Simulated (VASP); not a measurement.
# TiO2 (I4_1/amd) in VASP: single point with PBE+U

Aim: the single point of TiO2 with PBE+U.

Program: VASP 6.6.1. These are calculated values, not measurements. Logs are shortened: lines on timing, memory, paths and dates and some standing lists are left out, and cuts for length are marked.

### Step 1. The cell of the first run

Symmetry: I4_1/amd, No. 141, tetragonal system. Conventional cell: a = 3.784 Å, b = 3.784 Å, c = 9.515 Å, α = 90.00°, β = 90.00°, γ = 90.00°. Within 2.6 Å of Ti (site symmetry -4m2) lie 6 O at 1.93 to 1.98 Å. O (site symmetry 2mm) has 3 Ti at 1.93 to 1.98 Å and 2 O at 2.47 Å within 2.6 Å.

### Step 2. Single point, PBE+U, collinear spin

Contents of INCAR:

```
PREC = Accurate
ENCUT = 910
EDIFF = 1E-6
ISMEAR = -1
SIGMA = 0.05
LREAL = False
LASPH = True
NELM = 200
ALGO = Normal
ISIF = 2
LWAVE = False
LCHARG = True
ISPIN = 2
MAGMOM = 1 1 0 0 0 0
LORBIT = 11
LMAXMIX = 4
LDAU = True
LDAUTYPE = 2
LDAUL = 2 -1
LDAUU = 5.9 0
LDAUJ = 0 0
LDAUPRINT = 1
GGA = PE
LELF = True
LVHAR = True
NBANDS = 37
ISYM = 0
GGA_COMPAT = False
```

Contents of KPOINTS:

```
regular mesh
0
Gamma
  5 5 7
```

Contents of POSCAR:

```
TiO2
1.0
   -1.8921000000      1.8921000000      4.7573000000
    1.8921000000     -1.8921000000      4.7573000000
    1.8921000000      1.8921000000     -4.7573000000
Ti O
2 4
Direct
    0.0000000000      0.0000000000      0.0000000000
    0.7500000000      0.2500000000      0.5000000000
    0.2081000000      0.2081000000      0.0000000000
    0.9581000000      0.4581000000      0.5000000000
    0.5419000000      0.0419000000      0.5000000000
    0.7919000000      0.7919000000      0.0000000000
```

Potentials or basis: VASP PAW PBE potentials, release 64 (Ti_sv, O_h).

Launch:

```
$ cat potpaw_PBE.64/Ti_sv/POTCAR potpaw_PBE.64/O_h/POTCAR > POTCAR
$ mpirun -np 1 vasp_std > vasp.out
```

OUTCAR:

```text
PREC = Accurate
   ENCUT = 910
   EDIFF = 1E-6
   ISMEAR = -1
   LREAL = False
   LASPH = True
   NELM = 200
   ISIF = 2
   ISPIN = 2
   LORBIT = 11
   GGA = PE
   ISYM = 0

 ion  position               nearest neighbor table
   1  0.000  0.000  0.000-   5 1.93   4 1.93   5 1.93   4 1.93   3 1.98   6 1.98
   2  0.750  0.250  0.500-   6 1.93   3 1.93   6 1.93   3 1.93   4 1.98   5 1.98
   3  0.208  0.208  0.000-   2 1.93   2 1.93   1 1.98
   4  0.958  0.458  0.500-   1 1.93   1 1.93   2 1.98
   5  0.542  0.042  0.500-   1 1.93   1 1.93   2 1.98
   6  0.792  0.792  0.000-   2 1.93   2 1.93   1 1.98

IMPORTANT INFORMATION: All symmetrisations will be switched off!
NOSYMM: (Re-)initialisation of all symmetry stuff for point group C_1.

----------------------------------------------------------------------------------------

                                     Primitive cell

  volume of cell :      68.1253

  direct lattice vectors                    reciprocal lattice vectors
    -1.892100000  1.892100000  4.757300000     0.000000000  0.264256646  0.105101633
     1.892100000 -1.892100000  4.757300000     0.264256646  0.000000000  0.105101633
     1.892100000  1.892100000 -4.757300000     0.264256646  0.264256646  0.000000000

  length of vectors
     5.458203744  5.458203744  5.458203744     0.284390450  0.284390450  0.373715333

  position of ions in fractional coordinates (direct lattice)
     0.000000000  0.000000000  0.000000000
     0.750000000  0.250000000  0.500000000
     0.208100000  0.208100000  0.000000000
     0.958100000  0.458100000  0.500000000
     0.541900000  0.041900000  0.500000000
     0.791900000  0.791900000  0.000000000

  ion indices of the primitive-cell ions
   primitive index   ion index
                 1           1
                 2           2
                 3           3
                 4           4
                 5           5
                 6           6

----------------------------------------------------------------------------------------

 KPOINTS: regular mesh

Automatic generation of k-mesh.
 Grid dimensions read from file:
 generate k-points for:    5    5    7

 Generating k-lattice:

  Cartesian coordinates                     Fractional coordinates (reciprocal lattice)
     0.000000000  0.052851329  0.021020327     0.200000000  0.000000000  0.000000000
     0.052851329  0.000000000  0.021020327     0.000000000  0.200000000  0.000000000
     0.037750949  0.037750949  0.000000000     0.000000000  0.000000000  0.142857143

  Length of vectors
     0.056878090  0.056878090  0.053387905

  Shift w.r.t. Gamma in fractional coordinates (k-lattice)
     0.000000000  0.000000000  0.000000000

 -----------------------------------------------------------------------------
|                                                                             |
|           W    W    AA    RRRRR   N    N  II  N    N   GGGG   !!!           |
|           W    W   A  A   R    R  NN   N  II  NN   N  G    G  !!!           |
|           W    W  A    A  R    R  N N  N  II  N N  N  G       !!!           |
|           W WW W  AAAAAA  RRRRR   N  N N  II  N  N N  G  GGG   !            |
|           WW  WW  A    A  R   R   N   NN  II  N   NN  G    G                |
|           W    W  A    A  R    R  N    N  II  N    N   GGGG   !!!           |
|                                                                             |
|     Your reciprocal lattice and k-lattice belong to different lattice       |
|     classes:                                                                |
|                                                                             |
|        The reciprocal lattice is body-centered tetragonal,                  |
|        whereas your k-lattice is base-centered monoclinic.                  |
|                                                                             |
|     Results are often still useful ...                                      |
|                                                                             |
 -----------------------------------------------------------------------------

 WARNING: IBZKPT: internal override: KBLOWUP is changed to .FALSE.
      ... skipping the blow-up phase ...

 Subroutine IBZKPT returns following result:
[... 85 lines left out ...]
  energy-cutoff  :      910.00
  volume of cell :       68.13
 maximum number of plane-waves:      4271
 NGX is ok and might be reduce to    54
   NGX = 27   NGY = 27   NGZ = 27

 number of electron      47.9999998 magnetization       0.0000227

atom =   1  type =  1  l = 2

 onsite density matrix

spin component  1

  0.0967  0.0000  0.0000  0.0000  0.0000
  0.0000  0.0939  0.0000 -0.0000 -0.0000
  0.0000  0.0000  0.2498  0.0000  0.0000
  0.0000 -0.0000  0.0000  0.0939  0.0000
  0.0000 -0.0000  0.0000  0.0000  0.2502

spin component  2

  0.0967  0.0000  0.0000  0.0000  0.0000
  0.0000  0.0939  0.0000 -0.0000 -0.0000
  0.0000  0.0000  0.2498  0.0000  0.0000
  0.0000 -0.0000  0.0000  0.0939 -0.0000
  0.0000 -0.0000  0.0000 -0.0000  0.2502

 occupancies and eigenvectors

  o =  0.0939  v = -0.0001  0.5455 -0.0000  0.8381 -0.0000  0.0000  0.0000  0.0000  0.0000  0.0000      0.0000  0.0000  0.0000  0.0000  0.0000  0.0000  0.0000  0.0000  0.0000  0.0000
  o =  0.0939  v = -0.0000 -0.8381  0.0000  0.5455 -0.0000  0.0000  0.0000  0.0000  0.0000  0.0000      0.0000  0.0000  0.0000  0.0000  0.0000  0.0000  0.0000  0.0000  0.0000  0.0000
  o =  0.0939  v =  0.0000  0.0000  0.0000  0.0000  0.0000 -0.0001  0.6087 -0.0000  0.7934  0.0000      0.0000  0.0000  0.0000  0.0000  0.0000  0.0000  0.0000  0.0000  0.0000  0.0000
  o =  0.0939  v =  0.0000  0.0000  0.0000  0.0000  0.0000 -0.0000 -0.7934  0.0000  0.6087 -0.0000      0.0000  0.0000  0.0000  0.0000  0.0000  0.0000  0.0000  0.0000  0.0000  0.0000
  o =  0.0967  v =  1.0000  0.0000 -0.0000  0.0001 -0.0000  0.0000  0.0000  0.0000  0.0000  0.0000      0.0000  0.0000  0.0000  0.0000  0.0000  0.0000  0.0000  0.0000  0.0000  0.0000
  o =  0.0967  v =  0.0000  0.0000  0.0000  0.0000  0.0000  1.0000  0.0000 -0.0000  0.0001 -0.0000      0.0000  0.0000  0.0000  0.0000  0.0000  0.0000  0.0000  0.0000  0.0000  0.0000
  o =  0.2498  v =  0.0000  0.0000  1.0000  0.0000 -0.0003  0.0000  0.0000  0.0000  0.0000  0.0000      0.0000  0.0000  0.0000  0.0000  0.0000  0.0000  0.0000  0.0000  0.0000  0.0000
  o =  0.2498  v =  0.0000  0.0000  0.0000  0.0000  0.0000  0.0000  0.0000  1.0000  0.0000 -0.0001      0.0000  0.0000  0.0000  0.0000  0.0000  0.0000  0.0000  0.0000  0.0000  0.0000
  o =  0.2502  v = -0.0000  0.0000 -0.0003 -0.0000 -1.0000  0.0000  0.0000  0.0000  0.0000  0.0000      0.0000  0.0000  0.0000  0.0000  0.0000  0.0000  0.0000  0.0000  0.0000  0.0000
  o =  0.2502  v =  0.0000  0.0000  0.0000  0.0000  0.0000 -0.0000  0.0000 -0.0001  0.0000 -1.0000      0.0000  0.0000  0.0000  0.0000  0.0000  0.0000  0.0000  0.0000  0.0000  0.0000

atom =   2  type =  1  l = 2

 onsite density matrix

spin component  1

  0.0967  0.0000  0.0000  0.0000  0.0000
  0.0000  0.0939  0.0000 -0.0000 -0.0000
  0.0000  0.0000  0.2498  0.0000  0.0000
  0.0000 -0.0000  0.0000  0.0939  0.0000
  0.0000 -0.0000  0.0000  0.0000  0.2502

spin component  2

  0.0967  0.0000  0.0000  0.0000 -0.0000
  0.0000  0.0939  0.0000 -0.0000 -0.0000
  0.0000  0.0000  0.2498  0.0000 -0.0000
  0.0000 -0.0000  0.0000  0.0939 -0.0000
 -0.0000 -0.0000 -0.0000 -0.0000  0.2502

 occupancies and eigenvectors

  o =  0.0939  v = -0.0001  0.5322 -0.0000  0.8466  0.0000  0.0000  0.0000  0.0000  0.0000  0.0000      0.0000  0.0000  0.0000  0.0000  0.0000  0.0000  0.0000  0.0000  0.0000  0.0000
  o =  0.0939  v =  0.0000 -0.8466  0.0000  0.5322 -0.0000  0.0000  0.0000  0.0000  0.0000  0.0000      0.0000  0.0000  0.0000  0.0000  0.0000  0.0000  0.0000  0.0000  0.0000  0.0000
  o =  0.0939  v =  0.0000  0.0000  0.0000  0.0000  0.0000 -0.0001  0.6756 -0.0000  0.7372  0.0000      0.0000  0.0000  0.0000  0.0000  0.0000  0.0000  0.0000  0.0000  0.0000  0.0000
  o =  0.0939  v =  0.0000  0.0000  0.0000  0.0000  0.0000  0.0000  0.7372  0.0000 -0.6756 -0.0000      0.0000  0.0000  0.0000  0.0000  0.0000  0.0000  0.0000  0.0000  0.0000  0.0000
  o =  0.0967  v =  1.0000  0.0000 -0.0000  0.0000 -0.0000  0.0000  0.0000  0.0000  0.0000  0.0000      0.0000  0.0000  0.0000  0.0000  0.0000  0.0000  0.0000  0.0000  0.0000  0.0000
  o =  0.0967  v =  0.0000  0.0000  0.0000  0.0000  0.0000 -1.0000 -0.0001  0.0000 -0.0001 -0.0000      0.0000  0.0000  0.0000  0.0000  0.0000  0.0000  0.0000  0.0000  0.0000  0.0000
  o =  0.2498  v =  0.0000  0.0000  1.0000  0.0000 -0.0003  0.0000  0.0000  0.0000  0.0000  0.0000      0.0000  0.0000  0.0000  0.0000  0.0000  0.0000  0.0000  0.0000  0.0000  0.0000
  o =  0.2498  v =  0.0000  0.0000  0.0000  0.0000  0.0000 -0.0000 -0.0000 -1.0000 -0.0000 -0.0002      0.0000  0.0000  0.0000  0.0000  0.0000  0.0000  0.0000  0.0000  0.0000  0.0000
  o =  0.2502  v = -0.0000  0.0000 -0.0003 -0.0000 -1.0000  0.0000  0.0000  0.0000  0.0000  0.0000      0.0000  0.0000  0.0000  0.0000  0.0000  0.0000  0.0000  0.0000  0.0000  0.0000
  o =  0.2502  v =  0.0000  0.0000  0.0000  0.0000  0.0000 -0.0000 -0.0000 -0.0002 -0.0000  1.0000      0.0000  0.0000  0.0000  0.0000  0.0000  0.0000  0.0000  0.0000  0.0000  0.0000

 number of electron      47.9999998 magnetization      -0.0000009

 Free energy of the ion-electron system (eV)
  ---------------------------------------------------
  ext. energy  EPLUGINS =         0.00000000
  ---------------------------------------------------
  free energy    TOTEN  =       -45.94173919 eV

  energy without entropy =      -45.94173919  energy(sigma->0) =      -45.94173919

 E-fermi :   5.4145     XC(G=0): -10.7640

 val. band max:        4.2191582559   @ k =   0.0000   0.0000   0.4286
 cond. band min:       7.2082981730   @ k =   0.0000   0.0000   0.0000
 fundamental gap:      2.9891399172
 Fermi energy:         5.4145122787

 spin component 1

 k-point     1 :       0.0000    0.0000    0.0000
  band No.  band energies     occupation
      1     -53.6340      1.00000
      2     -53.5775      1.00000
      3     -30.0109      1.00000
      4     -29.7894      1.00000
      5     -29.7894      1.00000
      6     -29.7229      1.00000
[... 1865 lines left out ...]
     35      14.8560      0.00000
     36      15.5139      0.00000

 [... further k-points ...]

 [bands above 36 left out]

------------------------ aborting loop because EDIFF is reached ----------------------------------------

  FORCE on cell =-STRESS in cart. coord.  units (eV):
  Direction    XX          YY          ZZ          XY          YZ          ZX
  --------------------------------------------------------------------------------------
  -------------------------------------------------------------------------------------
  Total        7.2355808      7.2355603      6.7129148      0.0001112      0.0000647      0.0000657
  in kB      170.1669746    170.1664932    157.8748744      0.0026147      0.0015211      0.0015457
  external PRESSURE =     166.0694474 kB  Pullay stress =       0.0000000 kB

 VOLUME and BASIS-vectors are now :
 -----------------------------------------------------------------------------
  energy-cutoff  :      910.00
  volume of cell :       68.13
      direct lattice vectors                 reciprocal lattice vectors
    -1.892100000  1.892100000  4.757300000     0.000000000  0.264256646  0.105101633
     1.892100000 -1.892100000  4.757300000     0.264256646  0.000000000  0.105101633
     1.892100000  1.892100000 -4.757300000     0.264256646  0.264256646  0.000000000

 POSITION                                       TOTAL-FORCE (eV/Angst)
 -----------------------------------------------------------------------------------
      0.00000      0.00000      0.00000         0.000006     -0.000005     -0.000001
      0.00000      1.89210      2.37865        -0.000006      0.000005      0.000003
      0.00000      0.00000      1.97999         0.000005      0.000012      0.288975
      0.00000      1.89210      4.35864         0.000013      0.000006      0.288956
      0.00000      1.89210      0.39866        -0.000006     -0.000013     -0.288962
      0.00000      0.00000      7.53461        -0.000012     -0.000006     -0.288971
 -----------------------------------------------------------------------------------
    total drift:                               -0.000002      0.000004     -0.000002

  FREE ENERGIE OF THE ION-ELECTRON SYSTEM (eV)
  ---------------------------------------------------
  free  energy   TOTEN  =       -45.9417391859 eV

  energy  without entropy=      -45.9417391859  energy(sigma->0) =      -45.94173919

 total charge

# of ion       s       p       d       tot
------------------------------------------
    1        2.242   6.330   1.541  10.113
    2        2.242   6.330   1.541  10.113
    3        1.041   2.375   0.000   3.416
    4        1.041   2.375   0.000   3.416
    5        1.041   2.375   0.000   3.416
    6        1.041   2.375   0.000   3.416
--------------------------------------------------
tot          8.647  22.160   3.083  33.890

 magnetization (x)

# of ion       s       p       d       tot
------------------------------------------
    1       -0.000   0.000  -0.000  -0.000
    2       -0.000   0.000  -0.000  -0.000
    3       -0.000   0.000   0.000   0.000
    4       -0.000   0.000   0.000   0.000
    5       -0.000   0.000   0.000   0.000
    6       -0.000   0.000   0.000   0.000
--------------------------------------------------
tot         -0.000   0.000  -0.000  -0.000
```

Run time: 40 min. Hardware: 1 thread of Intel Xeon Platinum 8259CL at 2.50GHz (Skylake/Cascade Lake), shared host; peak memory 0.98 GiB.

Results:

- Free energy: -45.9417 eV
- Pressure: 16.6 GPa
- Largest force: 0.289 eV/Å
- Band gap on the k mesh: 2.99 eV (least direct gap 3.48 eV)
- Net moment: 0.00 μB per cell
- Valence electrons inside the program's atomic spheres: Ti 10.11; O 3.42

Forces in eV/Å, atoms in the order of the input:
```
Ti   0.000  0.000  0.000
Ti   0.000  0.000  0.000
O    0.000  0.000  0.289
O    0.000  0.000  0.289
O    0.000  0.000 -0.289
O    0.000  0.000 -0.289
```

Stress tensor (GPa, compression positive):
```
17.02  0.00  0.00
 0.00 17.02  0.00
 0.00  0.00 15.79
```

Levels at points of the mesh, in eV from the valence-band top:
Spin up:
```csv
k point,band 20,band 21,band 22,band 23,band 24,band 25,band 26,band 27,band 28,band 29
"(0.00, 0.00, 0.00)",-0.83,-0.75,-0.75,-0.50,-0.50,2.99,3.79,4.70,4.70,4.79
```
Spin down:
```csv
k point,band 20,band 21,band 22,band 23,band 24,band 25,band 26,band 27,band 28,band 29
"(0.00, 0.00, 0.00)",-0.83,-0.75,-0.75,-0.50,-0.50,2.99,3.79,4.70,4.70,4.79
```

Eigenvalues of the final occupation matrices:
```csv
site,spin,trace,eigenvalues
site 1 d,1,0.78,0.09 0.09 0.10 0.25 0.25
site 1 d,2,0.78,0.09 0.09 0.10 0.25 0.25
site 2 d,1,0.78,0.09 0.09 0.10 0.25 0.25
site 2 d,2,0.78,0.09 0.09 0.10 0.25 0.25
```

Caveat: the cell stands under pressure. A k mesh can miss the band edges.
